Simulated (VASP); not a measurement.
# AlGaN2 (P-4m2) in VASP: further runs

Runs on AlGaN2. Level: r2SCAN. Tasks: single point.

All numbers are computed with VASP 6.6.1; they aren't measurements. Logs are shortened: lines on timing, memory, paths and dates and some standing lists are left out, and cuts for length are marked.

### Step 1. The cell of the first run

The structure is tetragonal, space group P-4m2 (No. 115). The conventional cell has a = 3.235 Å, b = 3.235 Å, c = 4.357 Å, α = 90.00°, β = 90.00°, γ = 90.00°. Al (site symmetry -4m2) has 4 N at 1.92 Å within 2.5 Å. Ga (site symmetry -4m2) has 4 N at 1.98 Å within 2.6 Å. N (site symmetry 2mm) has 2 Al at 1.92 Å and 2 Ga at 1.98 Å within 2.5 Å.

### Step 2. Single point, r2SCAN (strain +0.030 along x and y, -0.015 along z)

File POSCAR:

```
AlGaN2
1.0
    3.2351033602      0.0000000000      0.0000000000
    0.0000000000      3.2351033602      0.0000000000
    0.0000000000      0.0000000000      4.3574803709
Al Ga N
1 1 2
Direct
    0.5000000000      0.5000000000      0.5000000000
    0.0000000000      0.0000000000      0.0000000000
    0.5000000000      0.0000000000      0.7382648100
    0.0000000000      0.5000000000      0.2617351900
```

File INCAR.step1:

```
  ALGO = Normal
  EDIFF = 1E-4
  ENCUT = 520
  GGA = PE
  ISMEAR = 0
  LASPH = T
  LCHARG = F
  LREAL = F
  LWAVE = T
  NBANDS = 21
  NELM = 80
  PREC = Accurate
  SIGMA = 0.05
```

File INCAR.step2:

```
  ALGO = Normal
  EDIFF = 1E-6
  ENCUT = 520
  ISIF = 2
  ISMEAR = 0
  ISTART = 1
  LASPH = T
  LCHARG = T
  LELF = T
  LMIXTAU = T
  LREAL = F
  LVHAR = T
  LWAVE = F
  METAGGA = R2SCAN
  NBANDS = 21
  NELM = 80
  PREC = Accurate
  SIGMA = 0.05
```

File KPOINTS:

```
k-points
0
Gamma
  8 8 6
```

Potentials or basis: VASP PAW PBE potentials, release 64 (Al, Ga_d, N).

Started as:

```bash
$ cat potpaw_PBE.64/Al/POTCAR potpaw_PBE.64/Ga_d/POTCAR potpaw_PBE.64/N/POTCAR > POTCAR
$ cp INCAR.step1 INCAR
$ mpirun -np 1 vasp_std > vasp.out
$ cp INCAR.step2 INCAR
$ mpirun -np 1 vasp_std > vasp.out
```

OUTCAR:

```text
EDIFF = 1E-6
   ENCUT = 520
   ISIF = 2
   ISMEAR = 0
   ISTART = 1
   LASPH = T
   LREAL = F
   METAGGA = R2SCAN
   NELM = 80
   PREC = Accurate

 ion  position               nearest neighbor table
   1  0.500  0.500  0.500-   3 1.92   4 1.92   3 1.92   4 1.92
   2  0.000  0.000  0.000-   3 1.98   4 1.98   4 1.98   3 1.98
   3  0.500  0.000  0.738-   1 1.92   1 1.92   2 1.98   2 1.98
   4  0.000  0.500  0.262-   1 1.92   1 1.92   2 1.98   2 1.98

  LATTYP: Found a simple tetragonal cell.
 ALAT       =     3.2351033602
 C/A-ratio  =     1.3469369865

  Lattice vectors:

 A1 = (   3.2351033602,   0.0000000000,   0.0000000000)
 A2 = (   0.0000000000,   3.2351033602,   0.0000000000)
 A3 = (   0.0000000000,   0.0000000000,   4.3574803709)

Analysis of symmetry for initial positions (statically):
=====================================================================
 Subroutine PRICEL returns:
 Original cell was already a primitive cell.

 Routine SETGRP: Setting up the symmetry group for a
 simple tetragonal supercell.

 Subroutine GETGRP returns: Found  8 space group operations
 (whereof  8 operations were pure point group operations)
 out of a pool of 16 trial point group operations.

The static configuration has the point symmetry D_2d.

Analysis of symmetry for dynamics (positions and initial velocities):
=====================================================================
 Subroutine PRICEL returns:
 Original cell was already a primitive cell.

 Routine SETGRP: Setting up the symmetry group for a
 simple tetragonal supercell.

 Subroutine GETGRP returns: Found  8 space group operations
 (whereof  8 operations were pure point group operations)
 out of a pool of 16 trial point group operations.

The dynamic configuration has the point symmetry D_2d.

 Subroutine INISYM returns: Found  8 space group operations
 (whereof  8 operations are pure point group operations),
 and found     1 'primitive' translations

----------------------------------------------------------------------------------------

                                     Primitive cell

  volume of cell :      45.6049

  direct lattice vectors                    reciprocal lattice vectors
     3.235103360  0.000000000  0.000000000     0.309109135  0.000000000  0.000000000
     0.000000000  3.235103360  0.000000000     0.000000000  0.309109135  0.000000000
     0.000000000  0.000000000  4.357480371     0.000000000  0.000000000  0.229490420

  length of vectors
     3.235103360  3.235103360  4.357480371     0.309109135  0.309109135  0.229490420

  position of ions in fractional coordinates (direct lattice)
     0.500000000  0.500000000  0.500000000
     0.000000000  0.000000000  0.000000000
     0.500000000  0.000000000  0.738264810
     0.000000000  0.500000000  0.261735190

  ion indices of the primitive-cell ions
   primitive index   ion index
                 1           1
                 2           2
                 3           3
                 4           4

----------------------------------------------------------------------------------------

 KPOINTS: k-points

Automatic generation of k-mesh.
 Grid dimensions read from file:
 generate k-points for:    8    8    6

 Generating k-lattice:

  Cartesian coordinates                     Fractional coordinates (reciprocal lattice)
     0.038638642  0.000000000  0.000000000     0.125000000  0.000000000  0.000000000
     0.000000000  0.038638642  0.000000000     0.000000000  0.125000000  0.000000000
     0.000000000  0.000000000  0.038248403     0.000000000  0.000000000  0.166666667

  Length of vectors
     0.038638642  0.038638642  0.038248403

  Shift w.r.t. Gamma in fractional coordinates (k-lattice)
     0.000000000  0.000000000  0.000000000

 Subroutine IBZKPT returns following result:
 ===========================================

 Found     60 irreducible k-points:

 Following reciprocal coordinates:
            Coordinates               Weight
  0.000000  0.000000  0.000000      1.000000
  0.125000  0.000000  0.000000      4.000000
  0.250000  0.000000  0.000000      4.000000
  0.375000  0.000000  0.000000      4.000000
  0.500000  0.000000  0.000000      2.000000
  0.125000  0.125000  0.000000      4.000000
[... 16 lines left out ...]
  0.375000  0.125000  0.166667     16.000000
  0.500000  0.125000  0.166667      8.000000
 [... further k-points ...]
   k-points           NKPTS =     60   k-points in BZ     NKDIM =     60   number of bands    NBANDS=     21
   number of dos      NEDOS =    301   number of ions     NIONS =      4
   total plane-waves  NPLWV =  18432
   dimension x,y,z NGX =    24 NGY =   24 NGZ =   32
   dimension x,y,z NGXF=    48 NGYF=   48 NGZF=   64
   ions per type =               1   1   2
   NGX,Y,Z   is equivalent  to a cutoff of  12.33, 12.33, 12.21 a.u.
   NGXF,Y,Z  is equivalent  to a cutoff of  24.67, 24.67, 24.42 a.u.
 SYSTEM =  unknown system
   PREC   = accura    normal or accurate (medium, high low for compatibility)
   ISTART =      1    job   : 0-new  1-cont  2-samecut
   ICHARG =      0    charge: 1-file 2-atom 10-const
   ISPIN  =      1    spin polarized calculation?
   LNONCOLLINEAR =      F non collinear calculations
   LSORBIT =      F    spin-orbit coupling
   LASPH  =      T    aspherical Exc in radial PAW
   ENCUT  =  520.0 eV  38.22 Ry    6.18 a.u.   6.02  6.02  8.10*2*pi/ulx,y,z
   NELM   =     80;   NELMIN=  2; NELMDL=  0     # of ELM steps
   EDIFF  = 0.1E-05   stopping-criterion for ELM
   LREAL  =      F    real-space projection
   EDIFFG = 0.1E-04   stopping-criterion for IOM
   NSW    =      0    number of steps for IOM
   IBRION =     -1    ionic relax: 0-MD 1-quasi-New 2-CG
   NFREE  =      0    steps in history (QN), initial steepest desc. (CG)
   ISIF   =      2    stress and relaxation
   ISYM   =      2    0-nonsym 1-usesym 2-fastsym
   POTIM  = 0.5000    time-step for ionic-motion
   TEBEG  =    0.0;   TEEND  =   0.0 temperature during run
   PSTRESS=    0.0 pullay stress
   NELECT =      26.0000    total number of electrons
   NUPDOWN=      -1.0000    fix difference up-down
   EMIN   =  10.00;   EMAX   =-10.00  energy-range for DOS
   EFERMI =   0.00;   METHOD = LEGACY
   ISMEAR =     0;   SIGMA  =   0.05  broadening in eV -4-tet -1-fermi 0-gaus
   EFERMI_NEDOS =   21; number of points for ismear=-14 and -15
   IALGO  =     38    algorithm
   IMIX   =      4    mixing-type and parameters
     AMIX     =   0.40;   BMIX     =  1.00
     AMIX_MAG =   1.60;   BMIX_MAG =  1.00
  volume/ion in A,a.u.               =      11.40        76.94
  Fermi-wavevector in a.u.,A,eV,Ry     =   1.357465  2.565237 25.071614  1.842712
  Thomas-Fermi vector in A             =   2.484381
   LORBIT       =      0    0 simple, 1 ext, 2 COOP (PROOUT), +10 PAW based schemes
   METAGGA = R2SCAN    functional components
   LHFCALC =     F    Hartree Fock is set to
   AEXX    =    0.0000 exact exchange contribution
   IVDW    =     0    specifies the selected vdW correction
   LEPSILON=     F    determine dielectric tensor
   LRPA    =     F    only Hartree local field effects (RPA)
 non-spin polarized calculation
 Gauss-broadening in eV      SIGMA  =   0.05
  energy-cutoff  :      520.00
  volume of cell :       45.60
 maximum number of plane-waves:      1252
   NGX = 13   NGY = 13   NGZ = 17

 number of electron      26.0000020 magnetization

 Free energy of the ion-electron system (eV)
  ---------------------------------------------------
  ext. energy  EPLUGINS =         0.00000000
  ---------------------------------------------------
  free energy    TOTEN  =       -40.99727068 eV

  energy without entropy =      -40.99727068  energy(sigma->0) =      -40.99727068

 E-fermi :   5.1958     XC(G=0): -11.8409

 val. band max:        4.8921237018   @ k =   0.0000   0.0000   0.0000
 cond. band min:       7.9616518484   @ k =   0.0000   0.0000   0.0000
 fundamental gap:      3.0695281465
 Fermi energy:         5.1958337474

 k-point     1 :       0.0000    0.0000    0.0000
  band No.  band energies     occupation
      1     -11.0220      2.00000
      2      -9.5898      2.00000
      3      -8.4149      2.00000
      4      -8.4149      2.00000
      5      -8.3475      2.00000
      6      -8.2038      2.00000
[... 13 lines left out ...]
     20      18.7484      0.00000
     21      20.2526      0.00000

 k-point     2 :       0.1250    0.0000    0.0000
  band No.  band energies     occupation
      1     -10.9010      2.00000
      2      -9.5931      2.00000
      3      -8.4128      2.00000
      4      -8.4106      2.00000
      5      -8.3320      2.00000
      6      -8.2130      2.00000
[... 13 lines left out ...]
     20      18.5439      0.00000
     21      19.7750      0.00000

 k-point     3 :       0.2500    0.0000    0.0000
  band No.  band energies     occupation
      1     -10.5772      2.00000
      2      -9.6147      2.00000
      3      -8.4076      2.00000
      4      -8.3785      2.00000
      5      -8.2708      2.00000
      6      -8.2352      2.00000
[... 13 lines left out ...]
     20      17.9499      0.00000
     21      18.7083      0.00000

 k-point     4 :       0.3750    0.0000    0.0000
  band No.  band energies     occupation
      1     -10.1769      2.00000
      2      -9.6818      2.00000
      3      -8.4022      2.00000
      4      -8.3369      2.00000
      5      -8.2573      2.00000
      6      -8.0859      2.00000
[... 13 lines left out ...]
     20      17.2999      0.00000
     21      17.7694      0.00000

 k-point     5 :       0.5000    0.0000    0.0000
  band No.  band energies     occupation
      1      -9.9133      2.00000
      2      -9.7968      2.00000
      3      -8.4000      2.00000
      4      -8.3218      2.00000
      5      -8.2664      2.00000
      6      -7.8204      2.00000
[... 13 lines left out ...]
     20      17.1529      0.00000
     21      17.2382      0.00000
[... 382 lines left out ...]
     20      17.4848      0.00000
     21      19.0650      0.00000

 k-point    22 :       0.2500    0.1250    0.1667
  band No.  band energies     occupation
      1     -10.4007      2.00000
      2      -9.6273      2.00000
      3      -8.4183      2.00000
      4      -8.3328      2.00000
      5      -8.2630      2.00000
      6      -8.2247      2.00000
[... 13 lines left out ...]
     20      17.7204      0.00000
     21      18.4160      0.00000

 k-point    23 :       0.3750    0.1250    0.1667
  band No.  band energies     occupation
      1     -10.0695      2.00000
      2      -9.6692      2.00000
      3      -8.4050      2.00000
      4      -8.3036      2.00000
      5      -8.2737      2.00000
      6      -8.0097      2.00000
[... 13 lines left out ...]
     20      17.6570      0.00000
     21      17.8904      0.00000

 k-point    24 :       0.5000    0.1250    0.1667
  band No.  band energies     occupation
      1      -9.8763      2.00000
      2      -9.7405      2.00000
      3      -8.4000      2.00000
      4      -8.2929      2.00000
      5      -8.2833      2.00000
      6      -7.7453      2.00000
[... 13 lines left out ...]
     20      17.5229      0.00000
     21      17.6873      0.00000

 [... further k-points ...]
[... 5 lines left out ...]
  --------------------------------------------------------------------------------------
  -------------------------------------------------------------------------------------
  Total       -2.9310351     -2.9310351     -1.2870111      0.0000000      0.0000000      0.0000000
  in kB     -102.9721660   -102.9721660    -45.2148529      0.0000000      0.0000000      0.0000000
  external PRESSURE =     -83.7197283 kB  Pullay stress =       0.0000000 kB

 VOLUME and BASIS-vectors are now :
 -----------------------------------------------------------------------------
  energy-cutoff  :      520.00
  volume of cell :       45.60
      direct lattice vectors                 reciprocal lattice vectors
     3.235103360  0.000000000  0.000000000     0.309109135  0.000000000  0.000000000
     0.000000000  3.235103360  0.000000000     0.000000000  0.309109135  0.000000000
     0.000000000  0.000000000  4.357480371     0.000000000  0.000000000  0.229490420

 POSITION                                       TOTAL-FORCE (eV/Angst)
 -----------------------------------------------------------------------------------
      1.61755      1.61755      2.17874        -0.000000     -0.000000      0.000000
      0.00000      0.00000      0.00000        -0.000000      0.000000      0.000000
      1.61755      0.00000      3.21697         0.000000      0.000000     -0.063541
      0.00000      1.61755      1.14051        -0.000000      0.000000      0.063541
 -----------------------------------------------------------------------------------
    total drift:                                0.000000      0.000000      0.000000

  FREE ENERGIE OF THE ION-ELECTRON SYSTEM (eV)
  ---------------------------------------------------
  free  energy   TOTEN  =       -40.9972706751 eV

  energy  without entropy=      -40.9972706751  energy(sigma->0) =      -40.99727068
```

It took 52 s on 1 thread of Intel Xeon 6975P-C (Granite Rapids), shared host; peak memory 0.2 GiB.

What came out:

```yaml
Free_energy: -40.9973 eV
Pressure: -8.4 GPa
Largest_force: 0.064 eV/Å
Band_gap_on_the_k_mesh: 3.07 eV, direct
```

Forces on the atoms (eV/Å):
```
Al   0.000  0.000  0.000
Ga   0.000  0.000  0.000
N    0.000  0.000 -0.064
N    0.000  0.000  0.064
```

Levels at points of the mesh, in eV from the valence-band top:
```tsv
k point	band 10	band 11	band 12	band 13	band 14	band 15	band 16	band 17
(0.00, 0.00, 0.00)	-2.46	-0.03	0.00	0.00	3.07	3.97	7.66	11.81
(0.50, 0.00, 0.00)	-2.62	-2.54	-1.13	-0.77	7.30	7.62	8.30	8.59
(0.50, 0.50, 0.00)	-2.08	-2.03	-2.03	-2.00	3.96	3.96	7.04	9.55
(0.00, 0.00, 0.50)	-1.63	-1.63	-1.05	-1.05	5.74	5.93	8.23	9.48
(0.50, 0.00, 0.50)	-1.10	-0.68	-0.63	-0.34	5.46	6.93	9.79	10.04
(0.50, 0.50, 0.50)	-3.77	-3.16	-3.04	-3.04	7.01	7.01	9.21	11.35
```

Caveat: the cell differs from its parent crystal (strain +0.030 along x and y, -0.015 along z); the PAW data sets were made with another functional, which shifts forces and pressure a little.

### Step 3. Single point, r2SCAN (strain +0.015 along x and y, +0.015 along z)

File POSCAR:

```
AlGaN2
1.0
    3.1879902044      0.0000000000      0.0000000000
    0.0000000000      3.1879902044      0.0000000000
    0.0000000000      0.0000000000      4.4901955091
Al Ga N
1 1 2
Direct
    0.5000000000      0.5000000000      0.5000000000
    0.0000000000      0.0000000000      0.0000000000
    0.5000000000      0.0000000000      0.7382648100
    0.0000000000      0.5000000000      0.2617351900
```

File INCAR.step1:

```
SYSTEM = AlGaN2
PREC = Accurate ; ENCUT = 520
ISMEAR = 0 ; SIGMA = 0.05
LREAL = .FALSE. ; LASPH = .TRUE.
NELM = 60 ; NBANDS = 21
GGA = PE ; ALGO = Normal
EDIFF = 1E-4 ; LWAVE = .TRUE.
LCHARG = .FALSE.
```

File INCAR.step2:

```
SYSTEM = AlGaN2
PREC = Accurate ; ENCUT = 520
EDIFF = 1E-6 ; ISMEAR = 0
SIGMA = 0.05 ; LREAL = .FALSE.
LASPH = .TRUE. ; NELM = 60
ALGO = Normal ; ISIF = 2
LWAVE = .FALSE. ; LCHARG = .FALSE.
METAGGA = R2SCAN ; LMIXTAU = .TRUE.
NBANDS = 21 ; ISTART = 1
```

File KPOINTS:

```
regular mesh
0
G
  8 8 6
  0 0 0
```

Potentials or basis: VASP PAW PBE potentials, release 64 (Al, Ga_d, N).

Started as:

```bash
$ cat potpaw_PBE.64/Al/POTCAR potpaw_PBE.64/Ga_d/POTCAR potpaw_PBE.64/N/POTCAR > POTCAR
$ cp INCAR.step1 INCAR
$ mpirun -np 1 vasp_std > vasp.out
$ cp INCAR.step2 INCAR
$ mpirun -np 1 vasp_std > vasp.out
```

Wall time 58 s (1 thread of Intel Xeon 6975P-C (Granite Rapids), shared host); peak memory 0.2 GiB.

It converged, with:

```yaml
Free_energy: -41.0222 eV
Pressure: -8.4 GPa
Largest_force: 0.005 eV/Å
Band_gap_on_the_k_mesh: 3.02 eV, direct
```

Forces on the atoms (eV/Å):
```
Al   0.000  0.000  0.000
Ga   0.000  0.000  0.000
N    0.000  0.000  0.005
N    0.000  0.000 -0.005
```

Stress tensor (GPa, compression positive):
```
-8.43  0.00  0.00
 0.00 -8.43  0.00
 0.00  0.00 -8.27
```

Levels at points of the mesh, in eV from the valence-band top:
| k point | band 11 | band 12 | band 13 | band 14 | band 15 | band 16 |
| --- | --- | --- | --- | --- | --- | --- |
| (0.00, 0.00, 0.00) | -0.20 | 0.00 | 0.00 | 3.02 | 4.05 | 8.09 |
| (0.50, 0.00, 0.00) | -2.80 | -1.01 | -0.63 | 7.34 | 7.63 | 8.55 |
| (0.50, 0.50, 0.00) | -2.20 | -2.20 | -2.19 | 3.81 | 3.81 | 6.69 |
| (0.00, 0.00, 0.50) | -1.54 | -0.96 | -0.96 | 5.61 | 5.74 | 8.30 |
| (0.50, 0.00, 0.50) | -0.86 | -0.59 | -0.52 | 5.43 | 6.94 | 9.75 |
| (0.50, 0.50, 0.50) | -3.20 | -3.07 | -3.07 | 6.67 | 6.67 | 9.06 |

Caveat: the cell differs from its parent crystal (strain +0.015 along x and y, +0.015 along z); the PAW data sets were made with another functional, which shifts forces and pressure a little.

### Step 4. Single point, r2SCAN (strain +0.030 along x and y, +0.000 along z)

File POSCAR:

```
AlGaN2
1.0
    3.2351033602      0.0000000000      0.0000000000
    0.0000000000      3.2351033602      0.0000000000
    0.0000000000      0.0000000000      4.4238379400
Al Ga N
1 1 2
Direct
    0.5000000000      0.5000000000      0.5000000000
    0.0000000000      0.0000000000      0.0000000000
    0.5000000000      0.0000000000      0.7382648100
    0.0000000000      0.5000000000      0.2617351900
```

File INCAR.step1:

```
SYSTEM = AlGaN2
ALGO = Normal
EDIFF = 1E-4
ENCUT = 520
GGA = PE
ISMEAR = 0
LASPH = .True.
LCHARG = .False.
LREAL = .False.
LWAVE = .True.
NBANDS = 21
NELM = 60
PREC = Accurate
SIGMA = 0.05
```

File INCAR.step2:

```
SYSTEM = AlGaN2
ALGO = Normal
EDIFF = 1E-6
ENCUT = 520
ISIF = 2
ISMEAR = 0
ISTART = 1
LASPH = .True.
LCHARG = .True.
LELF = .True.
LMIXTAU = .True.
LREAL = .False.
LVHAR = .True.
LWAVE = .False.
METAGGA = R2SCAN
NBANDS = 21
NELM = 60
PREC = Accurate
SIGMA = 0.05
```

File KPOINTS:

```
k-points
0
Gamma
  8 8 6
  0 0 0
```

Started as:

```bash
$ cat potpaw_PBE.64/Al/POTCAR potpaw_PBE.64/Ga_d/POTCAR potpaw_PBE.64/N/POTCAR > POTCAR
$ cp INCAR.step1 INCAR
$ mpirun -np 1 vasp_std > vasp.out
$ cp INCAR.step2 INCAR
$ mpirun -np 1 vasp_std > vasp.out
```

Wall time 59 s (1 thread of Intel Xeon 6975P-C (Granite Rapids), shared host); peak memory 0.2 GiB.

It converged, with:

- Free energy: -40.9708 eV
- Pressure: -10.8 GPa
- Largest force: 0.039 eV/Å
- Band gap on the k mesh: 2.94 eV, direct

Forces in eV/Å, atoms in the order of the input:
```
Al   0.000  0.000  0.000
Ga   0.000  0.000  0.000
N    0.000  0.000 -0.039
N    0.000  0.000  0.039
```

Stress tensor (GPa, compression positive):
```
-12.12   0.00   0.00
  0.00 -12.12   0.00
  0.00   0.00  -8.09
```

Levels at points of the mesh, in eV from the valence-band top:
```csv
k point,band 9,band 10,band 11,band 12,band 13,band 14,band 15,band 16,band 17,band 18
"(0.00, 0.00, 0.00)",-2.36,-2.36,-0.08,0.00,0.00,2.94,3.98,7.71,11.65,11.65
"(0.50, 0.00, 0.00)",-4.29,-2.65,-2.59,-1.07,-0.71,7.18,7.57,8.33,8.54,10.98
"(0.50, 0.50, 0.00)",-4.91,-2.11,-2.06,-2.06,-2.03,3.90,3.90,6.82,9.39,12.98
"(0.00, 0.00, 0.50)",-2.39,-1.58,-1.58,-1.01,-1.01,5.62,5.78,8.15,9.46,12.02
"(0.50, 0.00, 0.50)",-5.91,-1.05,-0.72,-0.59,-0.42,5.34,6.84,9.69,9.92,10.41
"(0.50, 0.50, 0.50)",-4.29,-3.72,-3.13,-2.99,-2.99,6.85,6.85,9.00,11.32,11.81
```

Caveat: the cell differs from its parent crystal (strain +0.030 along x and y, +0.000 along z); the PAW data sets were made with another functional, which shifts forces and pressure a little.

[end of part 1 of 2]
